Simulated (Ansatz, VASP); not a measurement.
Two plane-wave programs on TaC

```
Ta C
1.0
     0.00000    2.23760    2.23760
     2.23760    0.00000    2.23760
     2.23760    2.23760    0.00000
Ta C
1 1
Direct
  0.00000 0.00000 0.00000
  0.50000 0.50000 0.50000
```

Alike in both runs: functional PBE; k mesh 16 × 16 × 16; occupations gaussian, width 0.1 eV; no spin polarisation.

Ansatz relaxed the structure, and its values are those at the end. VASP's run is a single point on that final structure, the one shown.

```csv
,VASP,Ansatz
version,VASP 6.6.1,Ansatz 0.2.0
potentials or method,"VASP PAW PBE potentials, release 64 (Ta_pv, C), cutoff 600 eV","scalar-relativistic, plane waves, PAW"
valence electrons in the cell,15,17
```

VASP gave:

```
gap on the k mesh at the Fermi level (eV) : none
pressure (GPa)                            : 0.6
```

Q: Which values does Ansatz return?

A: gap on the k mesh at the Fermi level (eV): none; pressure (GPa): 0.0.

A gap of «none» marks a metal or a gap that the smearing closes. VASP's potentials hold 15 valence electrons a cell and Ansatz's 17, so a difference there can come from the potentials and not from the codes.

Neither program's run includes spin-orbit coupling.
